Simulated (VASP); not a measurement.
# Be (C2/m) in VASP: further runs

Be is run at these levels: PBE; tasks: single point, relaxation of cell and atoms.

All numbers are computed with VASP 6.6.1; they aren't measurements. Logs are shortened: lines on timing, memory, paths and dates and some standing lists are left out, and cuts for length are marked.

## (1) The cell of the first run

It takes space group C2/m (No. 12, monoclinic). The conventional cell has a = 4.398 Å, b = 2.623 Å, c = 5.824 Å, α = 90.00°, β = 102.17°, γ = 90.00°. Be (site symmetry m) has 1 Be at 1.15 Å within 1.5 Å. Be (site symmetry m) has 1 Be at 1.16 Å within 1.6 Å.

## (2) Single point, PBE

File INCAR:

```
ALGO = Normal
EDIFF = 1E-6
ENCUT = 520
GGA = PE
ISIF = 2
ISMEAR = 0
LASPH = True
LCHARG = False
LREAL = False
LWAVE = False
NBANDS = 12
NELM = 80
PREC = Accurate
SIGMA = 0.1
```

File KPOINTS:

```
k-points
0
Gamma
  8 8 4
```

File POSCAR:

```
Be
1.0
    2.1987826300     -1.3112739900      0.0000000000
    2.1987826300      1.3112739900      0.0000000000
   -1.2281295800      0.0000000000      5.6928613600
Be
4
Direct
    0.0504000100      0.0504000100      0.5996000100
    0.9495999900      0.9495999900      0.4003999900
    0.5050000000      0.5050000000      0.1000000300
    0.4950000000      0.4950000000      0.8999999700
```

Potentials or basis: VASP PAW PBE potentials, release 64 (Be).

Launch:

```sh
cat potpaw_PBE.64/Be/POTCAR > POTCAR
mpirun -np 1 vasp_std > vasp.out
```

OUTCAR:

```text
EDIFF = 1E-6
   ENCUT = 520
   GGA = PE
   ISIF = 2
   ISMEAR = 0
   LASPH = True
   LREAL = False
   NELM = 80
   PREC = Accurate

 ion  position               nearest neighbor table
   1  0.050  0.050  0.600-   2 1.15   4 2.24   4 2.24   4 2.33
   2  0.950  0.950  0.400-   1 1.15   3 2.24   3 2.24   3 2.33
   3  0.505  0.505  0.100-   4 1.16   2 2.24   2 2.24   2 2.33
   4  0.495  0.495  0.900-   3 1.16   1 2.24   1 2.24   1 2.33

 -----------------------------------------------------------------------------
|                                                                             |
|           W    W    AA    RRRRR   N    N  II  N    N   GGGG   !!!           |
|           W    W   A  A   R    R  NN   N  II  NN   N  G    G  !!!           |
|           W    W  A    A  R    R  N N  N  II  N N  N  G       !!!           |
|           W WW W  AAAAAA  RRRRR   N  N N  II  N  N N  G  GGG   !            |
|           WW  WW  A    A  R   R   N   NN  II  N   NN  G    G                |
|           W    W  A    A  R    R  N    N  II  N    N   GGGG   !!!           |
|                                                                             |
|     The distance between some ions is very small. Please check the          |
|     nearest-neighbor list in the OUTCAR file.                               |
|     I HOPE YOU KNOW WHAT YOU ARE DOING!                                     |
|                                                                             |
 -----------------------------------------------------------------------------

  LATTYP: Found a base centered monoclinic cell.
 ALAT       =     4.3975652600
 B/A-ratio  =     0.5963636296
 C/A-ratio  =     1.3243300938
 COS(beta)  =    -0.2108801251

  Lattice vectors:

 A1 = (   2.1987826300,  -1.3112739900,   0.0000000000)
 A2 = (   2.1987826300,   1.3112739900,   0.0000000000)
 A3 = (  -1.2281295800,   0.0000000000,   5.6928613600)

Analysis of symmetry for initial positions (statically):
=====================================================================
 Subroutine PRICEL returns:
 Original cell was already a primitive cell.

 Routine SETGRP: Setting up the symmetry group for a
 base centered monoclinic supercell.

 Subroutine GETGRP returns: Found  4 space group operations
 (whereof  4 operations were pure point group operations)
 out of a pool of  4 trial point group operations.

The static configuration has the point symmetry C_2h.

Analysis of symmetry for dynamics (positions and initial velocities):
=====================================================================
 Subroutine PRICEL returns:
 Original cell was already a primitive cell.

 Routine SETGRP: Setting up the symmetry group for a
 base centered monoclinic supercell.

 Subroutine GETGRP returns: Found  4 space group operations
 (whereof  4 operations were pure point group operations)
 out of a pool of  4 trial point group operations.

The dynamic configuration has the point symmetry C_2h.

 Subroutine INISYM returns: Found  4 space group operations
 (whereof  4 operations are pure point group operations),
 and found     1 'primitive' translations

----------------------------------------------------------------------------------------

                                     Primitive cell

  volume of cell :      32.8274

  direct lattice vectors                    reciprocal lattice vectors
     2.198782630 -1.311273990  0.000000000     0.227398558 -0.381308562  0.049057034
     2.198782630  1.311273990  0.000000000     0.227398558  0.381308562  0.049057034
    -1.228129580  0.000000000  5.692861360     0.000000000  0.000000000  0.175658590

  length of vectors
     2.560094633  2.560094633  5.823828013     0.446668688  0.446668688  0.175658590

  position of ions in fractional coordinates (direct lattice)
     0.050400010  0.050400010  0.599600010
     0.949599990  0.949599990  0.400399990
     0.505000000  0.505000000  0.100000030
     0.495000000  0.495000000  0.899999970

  ion indices of the primitive-cell ions
   primitive index   ion index
                 1           1
                 2           2
                 3           3
                 4           4

----------------------------------------------------------------------------------------

 KPOINTS: k-points

Automatic generation of k-mesh.
 Grid dimensions read from file:
 generate k-points for:    8    8    4

 Generating k-lattice:

  Cartesian coordinates                     Fractional coordinates (reciprocal lattice)
     0.028424820 -0.047663570  0.006132129     0.125000000  0.000000000  0.000000000
     0.028424820  0.047663570  0.006132129     0.000000000  0.125000000  0.000000000
     0.000000000  0.000000000  0.043914648     0.000000000  0.000000000  0.250000000

  Length of vectors
     0.055833586  0.055833586  0.043914648

  Shift w.r.t. Gamma in fractional coordinates (k-lattice)
     0.000000000  0.000000000  0.000000000

 Subroutine IBZKPT returns following result:
 ===========================================

 Found     78 irreducible k-points:

 Following reciprocal coordinates:
            Coordinates               Weight
  0.000000  0.000000  0.000000      1.000000
  0.125000  0.000000  0.000000      4.000000
  0.250000  0.000000  0.000000      4.000000
  0.375000 -0.000000  0.000000      4.000000
  0.500000  0.000000  0.000000      2.000000
  0.125000  0.125000  0.000000      2.000000
[... 16 lines left out ...]
  0.125000  0.000000  0.250000      4.000000
  0.250000  0.000000  0.250000      4.000000
 [... further k-points ...]
   k-points           NKPTS =     78   k-points in BZ     NKDIM =     78   number of bands    NBANDS=     12
   number of dos      NEDOS =    301   number of ions     NIONS =      4
   total plane-waves  NPLWV =  19200
   dimension x,y,z NGX =    20 NGY =   20 NGZ =   48
   dimension x,y,z NGXF=    40 NGYF=   40 NGZF=   96
   ions per type =               4
   NGX,Y,Z   is equivalent  to a cutoff of  12.99, 12.99, 13.70 a.u.
   NGXF,Y,Z  is equivalent  to a cutoff of  25.97, 25.97, 27.40 a.u.
 SYSTEM =  unknown system
   PREC   = accura    normal or accurate (medium, high low for compatibility)
   ISTART =      0    job   : 0-new  1-cont  2-samecut
   ICHARG =      2    charge: 1-file 2-atom 10-const
   ISPIN  =      1    spin polarized calculation?
   LNONCOLLINEAR =      F non collinear calculations
   LSORBIT =      F    spin-orbit coupling
   LASPH  =      T    aspherical Exc in radial PAW
   ENCUT  =  520.0 eV  38.22 Ry    6.18 a.u.   4.76  4.76 10.83*2*pi/ulx,y,z
   NELM   =     80;   NELMIN=  2; NELMDL= -5     # of ELM steps
   EDIFF  = 0.1E-05   stopping-criterion for ELM
   LREAL  =      F    real-space projection
   EDIFFG = 0.1E-04   stopping-criterion for IOM
   NSW    =      0    number of steps for IOM
   IBRION =     -1    ionic relax: 0-MD 1-quasi-New 2-CG
   NFREE  =      0    steps in history (QN), initial steepest desc. (CG)
   ISIF   =      2    stress and relaxation
   ISYM   =      2    0-nonsym 1-usesym 2-fastsym
   POTIM  = 0.5000    time-step for ionic-motion
   TEBEG  =    0.0;   TEEND  =   0.0 temperature during run
   PSTRESS=    0.0 pullay stress
   NELECT =       8.0000    total number of electrons
   NUPDOWN=      -1.0000    fix difference up-down
   EMIN   =  10.00;   EMAX   =-10.00  energy-range for DOS
   EFERMI =   0.00;   METHOD = LEGACY
   ISMEAR =     0;   SIGMA  =   0.10  broadening in eV -4-tet -1-fermi 0-gaus
   EFERMI_NEDOS =   21; number of points for ismear=-14 and -15
   IALGO  =     38    algorithm
   IMIX   =      4    mixing-type and parameters
     AMIX     =   0.40;   BMIX     =  1.00
     AMIX_MAG =   1.60;   BMIX_MAG =  1.00
  volume/ion in A,a.u.               =       8.21        55.38
  Fermi-wavevector in a.u.,A,eV,Ry     =   1.022569  1.932376 14.226902  1.045648
  Thomas-Fermi vector in A             =   2.156256
   LORBIT       =      0    0 simple, 1 ext, 2 COOP (PROOUT), +10 PAW based schemes
   GGA     = PE    functional components
   LHFCALC =     F    Hartree Fock is set to
   AEXX    =    0.0000 exact exchange contribution
   IVDW    =     0    specifies the selected vdW correction
   LEPSILON=     F    determine dielectric tensor
   LRPA    =     F    only Hartree local field effects (RPA)
 non-spin polarized calculation
 Gauss-broadening in eV      SIGMA  =   0.10
  energy-cutoff  :      520.00
  volume of cell :       32.83
 maximum number of plane-waves:       895
   NGX =  9   NGY =  9   NGZ = 21

 number of electron       8.0000000 magnetization

 Free energy of the ion-electron system (eV)
  ---------------------------------------------------
  ext. energy  EPLUGINS =         0.00000000
  ---------------------------------------------------
  free energy    TOTEN  =         4.43326585 eV

  energy without entropy =        4.43850454  energy(sigma->0) =        4.43588520

 E-fermi :   6.2130     XC(G=0): -10.4022

 val. band max:        6.2040361314   @ k =   0.5000   0.3750   0.5000
 cond. band min:       6.2208990723   @ k =   0.3750   0.1250   0.5000
 fundamental gap:      0.0168629409
 Fermi energy:         6.2130271557

 k-point     1 :       0.0000    0.0000    0.0000
  band No.  band energies     occupation
      1      -4.1322      2.00000
      2      -1.0399      2.00000
      3      -0.4524      2.00000
      4       5.6901      2.00000
      5      12.6728      0.00000
      6      13.1521      0.00000
      7      14.1047      0.00000
      8      14.4529      0.00000
      9      15.1543      0.00000
     10      17.7904      0.00000
     11      20.4892      0.00000
     12      22.1968      0.00000

 k-point     2 :       0.1250    0.0000    0.0000
  band No.  band energies     occupation
      1      -3.8211      2.00000
      2      -0.8400      2.00000
      3       0.0073      2.00000
      4       6.0012      1.99726
      5      11.3701      0.00000
      6      12.5593      0.00000
      7      13.1064      0.00000
      8      13.6235      0.00000
      9      15.0076      0.00000
     10      17.6118      0.00000
     11      18.8552      0.00000
     12      21.4068      0.00000

 k-point     3 :       0.2500    0.0000    0.0000
  band No.  band energies     occupation
      1      -2.8911      2.00000
      2      -0.1696      2.00000
      3       1.2748      2.00000
      4       6.8231      0.00000
      5       8.3629      0.00000
      6      10.5056      0.00000
      7      11.5651      0.00000
      8      12.2424      0.00000
      9      13.6701      0.00000
     10      16.1041      0.00000
     11      17.1882      0.00000
     12      20.1926      0.00000
[... 286 lines left out ...]
 k-point    23 :       0.1250    0.0000    0.2500
  band No.  band energies     occupation
      1      -3.5430      2.00000
      2      -2.0833      2.00000
      3       1.6651      2.00000
      4       4.9507      2.00000
      5      11.3009      0.00000
      6      12.9117      0.00000
      7      13.0959      0.00000
      8      13.2974      0.00000
      9      16.0859      0.00000
     10      17.4233      0.00000
     11      18.5502      0.00000
     12      21.2132      0.00000

 k-point    24 :       0.2500    0.0000    0.2500
  band No.  band energies     occupation
      1      -2.5476      2.00000
      2      -1.3479      2.00000
      3       2.9279      2.00000
      4       5.6989      2.00000
      5       8.2829      0.00000
      6      10.6132      0.00000
      7      11.5323      0.00000
      8      12.3175      0.00000
      9      13.6055      0.00000
     10      16.2883      0.00000
     11      17.3900      0.00000
     12      19.5356      0.00000

 [... further k-points ...]
[... 5 lines left out ...]
  --------------------------------------------------------------------------------------
  -------------------------------------------------------------------------------------
  Total       -7.7036348     -9.1851979     63.7244923      0.0000000      0.0000000     -1.2290762
  in kB     -375.9844829   -448.2938206   3110.1448698      0.0000000      0.0000000    -59.9864355
  external PRESSURE =     761.9555221 kB  Pullay stress =       0.0000000 kB

 VOLUME and BASIS-vectors are now :
 -----------------------------------------------------------------------------
  energy-cutoff  :      520.00
  volume of cell :       32.83
      direct lattice vectors                 reciprocal lattice vectors
     2.198782630 -1.311273990  0.000000000     0.227398558 -0.381308562  0.049057034
     2.198782630  1.311273990  0.000000000     0.227398558  0.381308562  0.049057034
    -1.228129580  0.000000000  5.692861360     0.000000000  0.000000000  0.175658590

 POSITION                                       TOTAL-FORCE (eV/Angst)
 -----------------------------------------------------------------------------------
     -0.51475      0.00000      3.41344         5.788950      0.000000     27.452875
      3.68418      0.00000      2.27942        -5.788950      0.000000    -27.452875
      2.09796      0.00000      0.56929        -5.697549      0.000000     27.040867
      1.07148      0.00000      5.12358         5.697549      0.000000    -27.040867
 -----------------------------------------------------------------------------------
    total drift:                                0.000000     -0.000000     -0.000000

  FREE ENERGIE OF THE ION-ELECTRON SYSTEM (eV)
  ---------------------------------------------------
  free  energy   TOTEN  =         4.4332658524 eV

  energy  without entropy=        4.4385045444  energy(sigma->0) =        4.43588520
```

It took 11 s on 1 thread of Intel Xeon 6975P-C (Granite Rapids), shared host; peak memory 0.15 GiB.

Results:

```yaml
Free_energy: 4.4333 eV
Pressure: 76.2 GPa
Largest_force: 28.057 eV/Å
Band_gap_on_the_k_mesh: zero (bands 4 and 5 overlap by 2.11 eV)
```

Forces in eV/Å, atoms in the order of the input:
```
Be    5.789   0.000  27.453
Be   -5.789   0.000 -27.453
Be   -5.698   0.000  27.041
Be    5.698   0.000 -27.041
```

Levels at points of the mesh, in eV from the Fermi level:
```tsv
k point	band 1	band 2	band 3	band 4	band 5	band 6	band 7	band 8
(0.00, 0.00, 0.00)	-10.35	-7.25	-6.67	-0.52	6.46	6.94	7.89	8.24
(0.50, 0.00, 0.00)	-5.84	-5.82	-1.84	-1.13	-0.37	0.57	4.28	4.44
(0.50, 0.50, 0.00)	-6.19	-4.57	-2.40	-1.35	0.50	2.32	2.53	2.56
(0.00, 0.00, 0.50)	-9.50	-9.47	-3.22	-3.19	7.03	7.09	7.70	7.70
(0.50, 0.00, 0.50)	-6.21	-5.20	-2.50	-1.69	0.44	1.65	2.94	3.53
(0.50, 0.50, 0.50)	-5.58	-5.56	-1.96	-0.89	-0.20	1.87	3.47	3.48
```

Caveat: atoms lie so close that the PAW spheres overlap strongly, which falsifies energies and pressures; the stress differs along the axes, from -45 to 311 GPa; forces of over 1 eV/Å act on the atoms, so gaps and moduli don't describe the material at rest.

(Part 1 of 2 ends here.)

The gap in the log of VASP goes by the Fermi energy; the results here count the filled bands.